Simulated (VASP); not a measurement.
# Si7Ge (P-43m) in VASP: single point with r2SCAN

Aim: the single point of Si7Ge with r2SCAN.

Everything below comes from runs of VASP 6.6.1. Logs are shortened: lines on timing, memory, paths and dates and some standing lists are left out, and cuts for length are marked.

### 1 The cell of the first run

The structure is cubic, space group P-43m (No. 215). The conventional cell has a = 5.465 Å, b = 5.465 Å, c = 5.465 Å, α = 90.00°, β = 90.00°, γ = 90.00°. Within 3.1 Å of Si (site symmetry 3m) lie 3 Si at 2.36 Å and 1 Ge at 2.39 Å. Si (site symmetry -42m) has 4 Si at 2.36 Å within 3.1 Å. Within 3.2 Å of Ge (site symmetry -43m) lie 4 Si at 2.39 Å.

### 2 Single point, r2SCAN

File POSCAR:

```
Si7Ge
1.0
    5.4653950700      0.0000000000      0.0000000000
    0.0000000000      5.4653950700      0.0000000000
    0.0000000000      0.0000000000      5.4653950700
Si Ge
7 1
Direct
    0.2526152100      0.2526152100      0.2526152100
    0.0000000000      0.5000000000      0.5000000000
    0.5000000000      0.5000000000      0.0000000000
    0.5000000000      0.0000000000      0.5000000000
    0.7473847900      0.2526152100      0.7473847900
    0.7473847900      0.7473847900      0.2526152100
    0.2526152100      0.7473847900      0.7473847900
    0.0000000000      0.0000000000      0.0000000000
```

File INCAR.step1:

```
PREC = Accurate
ENCUT = 520
ISMEAR = 0
SIGMA = 0.1
LREAL = False
LASPH = True
NELM = 60
NBANDS = 31
GGA = PE
ALGO = Normal
EDIFF = 1E-4
LWAVE = True
LCHARG = False
```

File INCAR.step2:

```
PREC = Accurate
ENCUT = 520
EDIFF = 1E-7
ISMEAR = 0
SIGMA = 0.1
LREAL = False
LASPH = True
NELM = 60
ALGO = Normal
ISIF = 2
LWAVE = False
LCHARG = False
METAGGA = R2SCAN
LMIXTAU = True
NBANDS = 31
ISTART = 1
```

File KPOINTS:

```
regular mesh
0
Gamma
  4 4 4
```

Potentials or basis: VASP PAW PBE potentials, release 64 (Si, Ge_d).

The run is started by

```sh
$ cat potpaw_PBE.64/Si/POTCAR potpaw_PBE.64/Ge_d/POTCAR > POTCAR
$ cp INCAR.step1 INCAR
$ mpirun -np 1 vasp_std > vasp.out
$ cp INCAR.step2 INCAR
$ mpirun -np 1 vasp_std > vasp.out
```

OUTCAR:

```text
PREC = Accurate
   ENCUT = 520
   EDIFF = 1E-7
   ISMEAR = 0
   LREAL = False
   LASPH = True
   NELM = 60
   ISIF = 2
   METAGGA = R2SCAN
   ISTART = 1

 ion  position               nearest neighbor table
   1  0.253  0.253  0.253-   2 2.36   3 2.36   4 2.36   8 2.39
   2  0.000  0.500  0.500-   1 2.36   5 2.36   6 2.36   7 2.36
   3  0.500  0.500  0.000-   1 2.36   5 2.36   6 2.36   7 2.36
   4  0.500  0.000  0.500-   1 2.36   5 2.36   6 2.36   7 2.36
   5  0.747  0.253  0.747-   2 2.36   3 2.36   4 2.36   8 2.39
   6  0.747  0.747  0.253-   2 2.36   3 2.36   4 2.36   8 2.39
   7  0.253  0.747  0.747-   2 2.36   3 2.36   4 2.36   8 2.39
   8  0.000  0.000  0.000-   1 2.39   5 2.39   6 2.39   7 2.39

  LATTYP: Found a simple cubic cell.
 ALAT       =     5.4653950700

  Lattice vectors:

 A1 = (   5.4653950700,   0.0000000000,   0.0000000000)
 A2 = (   0.0000000000,   5.4653950700,   0.0000000000)
 A3 = (   0.0000000000,   0.0000000000,   5.4653950700)

Analysis of symmetry for initial positions (statically):
=====================================================================
 Subroutine PRICEL returns:
 Original cell was already a primitive cell.

 Routine SETGRP: Setting up the symmetry group for a
 simple cubic supercell.

 Subroutine GETGRP returns: Found 24 space group operations
 (whereof 24 operations were pure point group operations)
 out of a pool of 48 trial point group operations.

The static configuration has the point symmetry T_d .

Analysis of symmetry for dynamics (positions and initial velocities):
=====================================================================
 Subroutine PRICEL returns:
 Original cell was already a primitive cell.

 Routine SETGRP: Setting up the symmetry group for a
 simple cubic supercell.

 Subroutine GETGRP returns: Found 24 space group operations
 (whereof 24 operations were pure point group operations)
 out of a pool of 48 trial point group operations.

The dynamic configuration has the point symmetry T_d .

 Subroutine INISYM returns: Found 24 space group operations
 (whereof 24 operations are pure point group operations),
 and found     1 'primitive' translations

----------------------------------------------------------------------------------------

                                     Primitive cell

  volume of cell :     163.2543

  direct lattice vectors                    reciprocal lattice vectors
     5.465395070  0.000000000  0.000000000     0.182969390  0.000000000  0.000000000
     0.000000000  5.465395070  0.000000000     0.000000000  0.182969390  0.000000000
     0.000000000  0.000000000  5.465395070     0.000000000  0.000000000  0.182969390

  length of vectors
     5.465395070  5.465395070  5.465395070     0.182969390  0.182969390  0.182969390

  position of ions in fractional coordinates (direct lattice)
     0.252615210  0.252615210  0.252615210
     0.000000000  0.500000000  0.500000000
     0.500000000  0.500000000  0.000000000
     0.500000000  0.000000000  0.500000000
     0.747384790  0.252615210  0.747384790
     0.747384790  0.747384790  0.252615210
     0.252615210  0.747384790  0.747384790
     0.000000000  0.000000000  0.000000000

  ion indices of the primitive-cell ions
   primitive index   ion index
                 1           1
                 2           2
                 3           3
                 4           4
                 5           5
                 6           6
                 7           7
                 8           8

----------------------------------------------------------------------------------------

 KPOINTS: regular mesh

Automatic generation of k-mesh.
 Grid dimensions read from file:
 generate k-points for:    4    4    4

 Generating k-lattice:

  Cartesian coordinates                     Fractional coordinates (reciprocal lattice)
     0.045742347  0.000000000  0.000000000     0.250000000  0.000000000  0.000000000
     0.000000000  0.045742347  0.000000000     0.000000000  0.250000000  0.000000000
     0.000000000  0.000000000  0.045742347     0.000000000  0.000000000  0.250000000

  Length of vectors
     0.045742347  0.045742347  0.045742347

  Shift w.r.t. Gamma in fractional coordinates (k-lattice)
     0.000000000  0.000000000  0.000000000

 Subroutine IBZKPT returns following result:
 ===========================================

 Found     10 irreducible k-points:

 Following reciprocal coordinates:
            Coordinates               Weight
  0.000000  0.000000  0.000000      1.000000
  0.250000  0.000000  0.000000      6.000000
  0.500000  0.000000  0.000000      3.000000
  0.250000  0.250000  0.000000     12.000000
  0.500000  0.250000  0.000000     12.000000
  0.500000  0.500000  0.000000      3.000000
  0.250000  0.250000  0.250000      8.000000
  0.500000  0.250000  0.250000     12.000000
  0.500000  0.500000  0.250000      6.000000
  0.500000  0.500000  0.500000      1.000000
   k-points           NKPTS =     10   k-points in BZ     NKDIM =     10   number of bands    NBANDS=     31
   number of dos      NEDOS =    301   number of ions     NIONS =      8
   total plane-waves  NPLWV =  74088
   dimension x,y,z NGX =    42 NGY =   42 NGZ =   42
   dimension x,y,z NGXF=    84 NGYF=   84 NGZF=   84
   ions per type =               7   1
   NGX,Y,Z   is equivalent  to a cutoff of  12.78, 12.78, 12.78 a.u.
   NGXF,Y,Z  is equivalent  to a cutoff of  25.55, 25.55, 25.55 a.u.
 SYSTEM =  unknown system
   PREC   = accura    normal or accurate (medium, high low for compatibility)
   ISTART =      1    job   : 0-new  1-cont  2-samecut
   ICHARG =      0    charge: 1-file 2-atom 10-const
   ISPIN  =      1    spin polarized calculation?
   LNONCOLLINEAR =      F non collinear calculations
   LSORBIT =      F    spin-orbit coupling
   LASPH  =      T    aspherical Exc in radial PAW
   ENCUT  =  520.0 eV  38.22 Ry    6.18 a.u.  10.16 10.16 10.16*2*pi/ulx,y,z
   NELM   =     60;   NELMIN=  2; NELMDL=  0     # of ELM steps
   EDIFF  = 0.1E-06   stopping-criterion for ELM
   LREAL  =      F    real-space projection
   EDIFFG = 0.1E-05   stopping-criterion for IOM
   NSW    =      0    number of steps for IOM
   IBRION =     -1    ionic relax: 0-MD 1-quasi-New 2-CG
   NFREE  =      0    steps in history (QN), initial steepest desc. (CG)
   ISIF   =      2    stress and relaxation
   ISYM   =      2    0-nonsym 1-usesym 2-fastsym
   POTIM  = 0.5000    time-step for ionic-motion
   TEBEG  =    0.0;   TEEND  =   0.0 temperature during run
   PSTRESS=    0.0 pullay stress
   NELECT =      42.0000    total number of electrons
   NUPDOWN=      -1.0000    fix difference up-down
   EMIN   =  10.00;   EMAX   =-10.00  energy-range for DOS
   EFERMI =   0.00;   METHOD = LEGACY
   ISMEAR =     0;   SIGMA  =   0.10  broadening in eV -4-tet -1-fermi 0-gaus
   EFERMI_NEDOS =   21; number of points for ismear=-14 and -15
   IALGO  =     38    algorithm
   IMIX   =      4    mixing-type and parameters
     AMIX     =   0.40;   BMIX     =  1.00
     AMIX_MAG =   1.60;   BMIX_MAG =  1.00
  volume/ion in A,a.u.               =      20.41       137.71
  Fermi-wavevector in a.u.,A,eV,Ry     =   1.041205  1.967593 14.750191  1.084108
  Thomas-Fermi vector in A             =   2.175816
   LORBIT       =      0    0 simple, 1 ext, 2 COOP (PROOUT), +10 PAW based schemes
   METAGGA = R2SCAN    functional components
   LHFCALC =     F    Hartree Fock is set to
   AEXX    =    0.0000 exact exchange contribution
   IVDW    =     0    specifies the selected vdW correction
   LEPSILON=     F    determine dielectric tensor
   LRPA    =     F    only Hartree local field effects (RPA)
 non-spin polarized calculation
 Gauss-broadening in eV      SIGMA  =   0.10
  energy-cutoff  :      520.00
  volume of cell :      163.25
 maximum number of plane-waves:      4436
 NGX is ok and might be reduce to    42
   NGX = 21   NGY = 21   NGZ = 21

 number of electron      42.0000023 magnetization

 Free energy of the ion-electron system (eV)
  ---------------------------------------------------
  ext. energy  EPLUGINS =         0.00000000
  ---------------------------------------------------
  free energy    TOTEN  =       -75.24305397 eV

  energy without entropy =      -75.24305341  energy(sigma->0) =      -75.24305369

 E-fermi :   5.8757     XC(G=0):  -9.9785

 val. band max:        5.5735188508   @ k =   0.0000   0.0000   0.0000
 cond. band min:       6.1600496992   @ k =   0.0000   0.0000   0.0000
 fundamental gap:      0.5865308484
 Fermi energy:         5.8756794069

 k-point     1 :       0.0000    0.0000    0.0000
  band No.  band energies     occupation
      1     -19.2159      2.00000
      2     -19.2159      2.00000
      3     -19.2159      2.00000
      4     -19.1855      2.00000
      5     -19.1855      2.00000
      6      -7.0390      2.00000
[... 23 lines left out ...]
     30       8.3360      0.00000
     31       9.0581      0.00000

 k-point     2 :       0.2500    0.0000    0.0000
  band No.  band energies     occupation
      1     -19.2160      2.00000
      2     -19.2160      2.00000
      3     -19.2159      2.00000
      4     -19.1855      2.00000
      5     -19.1854      2.00000
      6      -6.7570      2.00000
[... 23 lines left out ...]
     30       9.5528      0.00000
     31      10.1726      0.00000

 k-point     3 :       0.5000    0.0000    0.0000
  band No.  band energies     occupation
      1     -19.2160      2.00000
      2     -19.2160      2.00000
      3     -19.2159      2.00000
      4     -19.1855      2.00000
      5     -19.1854      2.00000
      6      -6.0061      2.00000
[... 227 lines left out ...]
     30       9.7191      0.00000
     31       9.8070      0.00000

 k-point    10 :       0.5000    0.5000    0.5000
  band No.  band energies     occupation
      1     -19.2161      2.00000
      2     -19.2161      2.00000
      3     -19.2161      2.00000
      4     -19.1853      2.00000
      5     -19.1853      2.00000
      6      -4.9487      2.00000
[... 23 lines left out ...]
     30       9.2227      0.00000
     31       9.2227      0.00000

------------------------ aborting loop because EDIFF is reached ----------------------------------------

  FORCE on cell =-STRESS in cart. coord.  units (eV):
  Direction    XX          YY          ZZ          XY          YZ          ZX
  --------------------------------------------------------------------------------------
  -------------------------------------------------------------------------------------
  Total       -0.0144648     -0.0144648     -0.0144648      0.0000000     -0.0000000      0.0000000
  in kB       -0.1419575     -0.1419575     -0.1419575      0.0000000     -0.0000000      0.0000000
  external PRESSURE =      -0.1419575 kB  Pullay stress =       0.0000000 kB

 VOLUME and BASIS-vectors are now :
 -----------------------------------------------------------------------------
  energy-cutoff  :      520.00
  volume of cell :      163.25
      direct lattice vectors                 reciprocal lattice vectors
     5.465395070  0.000000000  0.000000000     0.182969390  0.000000000  0.000000000
     0.000000000  5.465395070  0.000000000     0.000000000  0.182969390  0.000000000
     0.000000000  0.000000000  5.465395070     0.000000000  0.000000000  0.182969390

 POSITION                                       TOTAL-FORCE (eV/Angst)
 -----------------------------------------------------------------------------------
      1.38064      1.38064      1.38064        -0.007017     -0.007017     -0.007017
      0.00000      2.73270      2.73270         0.000000     -0.000000      0.000000
      2.73270      2.73270      0.00000         0.000000     -0.000000      0.000000
      2.73270      0.00000      2.73270         0.000000     -0.000000      0.000000
      4.08475      1.38064      4.08475         0.007017     -0.007017      0.007017
      4.08475      4.08475      1.38064         0.007017      0.007017     -0.007017
      1.38064      4.08475      4.08475        -0.007017      0.007017      0.007017
      0.00000      0.00000      0.00000         0.000000     -0.000000      0.000000
 -----------------------------------------------------------------------------------
    total drift:                               -0.000000     -0.000000      0.000000

  FREE ENERGIE OF THE ION-ELECTRON SYSTEM (eV)
  ---------------------------------------------------
  free  energy   TOTEN  =       -75.2430539670 eV

  energy  without entropy=      -75.2430534093  energy(sigma->0) =      -75.24305369
```

It took 2.5 min on 1 thread of Intel Xeon 6975P-C (Granite Rapids), shared host; peak memory 0.29 GiB.

What came out:

```yaml
Free_energy: -75.2431 eV
Pressure: 0.0 GPa
Largest_force: 0.012 eV/Å
Band_gap_on_the_k_mesh: 0.59 eV, direct
```

Forces on the atoms (eV/Å):
```
Si  -0.007 -0.007 -0.007
Si   0.000  0.000  0.000
Si   0.000  0.000  0.000
Si   0.000  0.000  0.000
Si   0.007 -0.007  0.007
Si   0.007  0.007 -0.007
Si  -0.007  0.007  0.007
Ge   0.000  0.000  0.000
```

Caveat: the PAW data sets were made with another functional, which shifts forces and pressure a little. r2SCAN opens gaps a little over a GGA but as a rule still falls short of measured ones.
